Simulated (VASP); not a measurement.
# LiZr3N2 (R-3m) in VASP: single point with PBE

Aim: the single point of LiZr3N2 with PBE.

Everything below comes from runs of VASP 6.6.1. Logs are shortened: lines on timing, memory, paths and dates and some standing lists are left out, and cuts for length are marked.

### Step 1. The cell of the first run

Symmetry: R-3m, No. 166, trigonal system. The conventional cell has a = 7.130 Å, b = 7.130 Å, c = 9.531 Å, α = 90.00°, β = 90.00°, γ = 120.00°. Li (site symmetry -3m) has 2 N at 1.91 Å within 2.5 Å. Within 2.8 Å of Zr (site symmetry 2/m) lie 2 N at 2.08 Å and 2 Li at 2.60 Å. N (site symmetry 3m) has 1 Li at 1.91 Å and 3 Zr at 2.08 Å within 2.5 Å.

### Step 2. Single point, PBE

INCAR

```
PREC = Accurate
ENCUT = 520
EDIFF = 1E-6
ISMEAR = 0
SIGMA = 0.1
LREAL = False
LASPH = True
NELM = 80
ALGO = Normal
ISIF = 2
LWAVE = False
LCHARG = False
GGA = PE
NBANDS = 34
```

KPOINTS

```
Automatic mesh
0
Gamma
  6 6 6
```

POSCAR

```
LiZr3N2
1.0
    3.5650987971      2.0583107502      3.1769296916
   -3.5650987971      2.0583107502      3.1769296916
    0.0000000000     -4.1166215003      3.1769296916
Li Zr N
1 3 2
Direct
    0.0000000000      0.0000000000      0.0000000000
    0.0000000000      0.0000000000      0.5000000000
    0.5000000000      0.0000000000      0.0000000000
    0.0000000000      0.5000000000      0.0000000000
    0.7991124422      0.7991124422      0.7991124422
    0.2008875578      0.2008875578      0.2008875578
```

Potentials or basis: VASP PAW PBE potentials, release 64 (Li_sv, Zr_sv, N).

Started as:

```sh
cat potpaw_PBE.64/Li_sv/POTCAR potpaw_PBE.64/Zr_sv/POTCAR potpaw_PBE.64/N/POTCAR > POTCAR
mpirun -np 1 vasp_std > vasp.out
```

OUTCAR:

```text
PREC = Accurate
   ENCUT = 520
   EDIFF = 1E-6
   ISMEAR = 0
   LREAL = False
   LASPH = True
   NELM = 80
   ISIF = 2
   GGA = PE

 ion  position               nearest neighbor table
   1  0.000  0.000  0.000-   5 1.91   6 1.91   2 2.60   2 2.60   4 2.60   3 2.60   4 2.60   3 2.60

   2  0.000  0.000  0.500-   5 2.08   6 2.08   1 2.60   1 2.60   3 3.57   4 3.57   4 3.57   3 3.57
                             4 3.79   4 3.79   3 3.79   3 3.79
   3  0.500  0.000  0.000-   5 2.08   6 2.08   1 2.60   1 2.60   2 3.57   2 3.57   4 3.57   4 3.57
                             2 3.79   2 3.79   4 3.79   4 3.79
   4  0.000  0.500  0.000-   5 2.08   6 2.08   1 2.60   1 2.60   2 3.57   2 3.57   3 3.57   3 3.57
                             2 3.79   2 3.79   3 3.79   3 3.79
   5  0.799  0.799  0.799-   1 1.91   2 2.08   3 2.08   4 2.08
   6  0.201  0.201  0.201-   1 1.91   2 2.08   3 2.08   4 2.08

  LATTYP: Found a trigonal (rhomboedric) cell.
 ALAT       =     5.1999475808
 COS(alpha) =     0.0598975085

  Lattice vectors:

 A1 = (   3.5650987971,   2.0583107502,   3.1769296916)
 A2 = (  -3.5650987971,   2.0583107502,   3.1769296916)
 A3 = (   0.0000000000,  -4.1166215003,   3.1769296916)

Analysis of symmetry for initial positions (statically):
=====================================================================
 Subroutine PRICEL returns:
 Original cell was already a primitive cell.

 Routine SETGRP: Setting up the symmetry group for a
 trigonal (rhombohedral) supercell.

 Subroutine GETGRP returns: Found 12 space group operations
 (whereof 12 operations were pure point group operations)
 out of a pool of 12 trial point group operations.

The static configuration has the point symmetry D_3d.

Analysis of symmetry for dynamics (positions and initial velocities):
=====================================================================
 Subroutine PRICEL returns:
 Original cell was already a primitive cell.

 Routine SETGRP: Setting up the symmetry group for a
 trigonal (rhombohedral) supercell.

 Subroutine GETGRP returns: Found 12 space group operations
 (whereof 12 operations were pure point group operations)
 out of a pool of 12 trial point group operations.

The dynamic configuration has the point symmetry D_3d.

 Subroutine INISYM returns: Found 12 space group operations
 (whereof 12 operations are pure point group operations),
 and found     1 'primitive' translations

[... 100 lines left out ...]
   ENCUT  =  520.0 eV  38.22 Ry    6.18 a.u.   9.67  9.67  9.67*2*pi/ulx,y,z
   NELM   =     80;   NELMIN=  2; NELMDL= -5     # of ELM steps
   EDIFF  = 0.1E-05   stopping-criterion for ELM
   LREAL  =      F    real-space projection
   EDIFFG = 0.1E-04   stopping-criterion for IOM
   NSW    =      0    number of steps for IOM
   IBRION =     -1    ionic relax: 0-MD 1-quasi-New 2-CG
   NFREE  =      0    steps in history (QN), initial steepest desc. (CG)
   ISIF   =      2    stress and relaxation
   ISYM   =      2    0-nonsym 1-usesym 2-fastsym
   POTIM  = 0.5000    time-step for ionic-motion
   TEBEG  =    0.0;   TEEND  =   0.0 temperature during run
   PSTRESS=    0.0 pullay stress
   NELECT =      49.0000    total number of electrons
   NUPDOWN=      -1.0000    fix difference up-down
   EMIN   =  10.00;   EMAX   =-10.00  energy-range for DOS
   EFERMI =   0.00;   METHOD = LEGACY
   ISMEAR =     0;   SIGMA  =   0.10  broadening in eV -4-tet -1-fermi 0-gaus
   EFERMI_NEDOS =   21; number of points for ismear=-14 and -15
   IALGO  =     38    algorithm
   IMIX   =      4    mixing-type and parameters
     AMIX     =   0.40;   BMIX     =  1.00
     AMIX_MAG =   1.60;   BMIX_MAG =  1.00
  volume/ion in A,a.u.               =      23.31       157.32
  Fermi-wavevector in a.u.,A,eV,Ry     =   1.154055  2.180847 18.120815  1.331842
  Thomas-Fermi vector in A             =   2.290694
   LORBIT       =      0    0 simple, 1 ext, 2 COOP (PROOUT), +10 PAW based schemes
   GGA     = PE    functional components
   LHFCALC =     F    Hartree Fock is set to
   AEXX    =    0.0000 exact exchange contribution
   IVDW    =     0    specifies the selected vdW correction
   LEPSILON=     F    determine dielectric tensor
   LRPA    =     F    only Hartree local field effects (RPA)
 non-spin polarized calculation
 Gauss-broadening in eV      SIGMA  =   0.10
  energy-cutoff  :      520.00
  volume of cell :      139.88
 maximum number of plane-waves:      3781
 NGX is ok and might be reduce to    40
   NGX = 19   NGY = 19   NGZ = 19

 number of electron      48.9999991 magnetization

 Free energy of the ion-electron system (eV)
  ---------------------------------------------------
  ext. energy  EPLUGINS =         0.00000000
  ---------------------------------------------------
  free energy    TOTEN  =       -44.14301415 eV

  energy without entropy =      -44.10863904  energy(sigma->0) =      -44.12582659

 E-fermi :   4.3117     XC(G=0):  -8.8214

 val. band max:        4.3105834653   @ k =   0.5000   0.1667  -0.0000
 cond. band min:       4.3139374190   @ k =   0.5000  -0.0000  -0.0000
 fundamental gap:      0.0033539537
 Fermi energy:         4.3117098822

 k-point     1 :       0.0000    0.0000    0.0000
  band No.  band energies     occupation
      1     -45.2833      2.00000
      2     -45.2482      2.00000
      3     -45.2482      2.00000
      4     -41.0773      2.00000
      5     -23.7007      2.00000
      6     -23.4292      2.00000
[... 877 lines left out ...]
     33       7.0063      0.00000
     34       7.0780      0.00000

 [... further k-points ...]
[... 5 lines left out ...]
  --------------------------------------------------------------------------------------
  -------------------------------------------------------------------------------------
  Total        0.1070876      0.1070876      0.0596865      0.0000000      0.0000000      0.0000000
  in kB        1.2266151      1.2266151      0.6836676      0.0000000      0.0000000      0.0000000
  external PRESSURE =       1.0456326 kB  Pullay stress =       0.0000000 kB

 VOLUME and BASIS-vectors are now :
 -----------------------------------------------------------------------------
  energy-cutoff  :      520.00
  volume of cell :      139.88
      direct lattice vectors                 reciprocal lattice vectors
     3.565098797  2.058310750  3.176929692     0.140248568  0.080972548  0.104923107
    -3.565098797  2.058310750  3.176929692    -0.140248568  0.080972548  0.104923107
     0.000000000 -4.116621500  3.176929692     0.000000000 -0.161945097  0.104923107

 POSITION                                       TOTAL-FORCE (eV/Angst)
 -----------------------------------------------------------------------------------
      0.00000      0.00000      0.00000         0.000000     -0.000000     -0.000000
      0.00000     -2.05831      1.58846         0.000000     -0.000000     -0.000000
      1.78255      1.02916      1.58846         0.000000     -0.000000     -0.000000
     -1.78255      1.02916      1.58846        -0.000000     -0.000000     -0.000000
      0.00000      0.00000      7.61617         0.000000     -0.000000     -0.033819
      0.00000      0.00000      1.91462         0.000000      0.000000      0.033819
 -----------------------------------------------------------------------------------
    total drift:                               -0.000000      0.000000     -0.000000

  FREE ENERGIE OF THE ION-ELECTRON SYSTEM (eV)
  ---------------------------------------------------
  free  energy   TOTEN  =       -44.1430141452 eV

  energy  without entropy=      -44.1086390387  energy(sigma->0) =      -44.12582659
```

OSZICAR:

```text
N       E                     dE             d eps       ncg     rms          rms(c)
DAV:   1     0.479629618353E+03    0.47963E+03   -0.23709E+04  2192   0.136E+03
DAV:   2    -0.112689944884E+02   -0.49090E+03   -0.47454E+03  2740   0.396E+02
DAV:   3    -0.529181212194E+02   -0.41649E+02   -0.40856E+02  3296   0.963E+01
DAV:   4    -0.573632650250E+02   -0.44451E+01   -0.44173E+01  3544   0.280E+01
DAV:   5    -0.575583575477E+02   -0.19509E+00   -0.19502E+00  3176   0.515E+00    0.304E+01
DAV:   6    -0.445739221969E+02    0.12984E+02   -0.64871E+01  2576   0.349E+01    0.107E+01
DAV:   7    -0.441998221556E+02    0.37410E+00   -0.67279E+00  2832   0.105E+01    0.683E+00
DAV:   8    -0.441354274269E+02    0.64395E-01   -0.87884E-01  3040   0.425E+00    0.103E+00
DAV:   9    -0.441417347054E+02   -0.63073E-02   -0.92454E-02  3344   0.131E+00    0.743E-01
DAV:  10    -0.441429607141E+02   -0.12260E-02   -0.13527E-02  2968   0.730E-01    0.142E-01
DAV:  11    -0.441429773432E+02   -0.16629E-04   -0.11212E-03  3224   0.172E-01    0.661E-02
DAV:  12    -0.441430059545E+02   -0.28611E-04   -0.18933E-04  2960   0.665E-02    0.202E-02
DAV:  13    -0.441430100836E+02   -0.41291E-05   -0.64382E-05  3104   0.327E-02    0.103E-02
DAV:  14    -0.441430140142E+02   -0.39307E-05   -0.97503E-06  2352   0.125E-02    0.352E-03
DAV:  15    -0.441430141452E+02   -0.13098E-06   -0.15934E-06  2120   0.531E-03
   1 F= -.44143014E+02 E0= -.44125827E+02  d E =-.343751E-01
```

Run time: 57 s. Hardware: 1 thread of Intel Xeon 6975P-C (Granite Rapids), shared host; peak memory 0.29 GiB.

Results:

| Item | Value |
| --- | --- |
| Free energy | -44.1430 eV |
| Largest force | 0.034 eV/Å |

Forces in eV/Å, atoms in the order of the input:
```
Li   0.000  0.000  0.000
Zr   0.000  0.000  0.000
Zr   0.000  0.000  0.000
Zr   0.000  0.000  0.000
N    0.000  0.000 -0.034
N    0.000  0.000  0.034
```

Caveat: the cutoff is under 1.25 times the usual one of these potentials, so pressure, stress and relaxed cells hold a basis-set (Pulay) error.
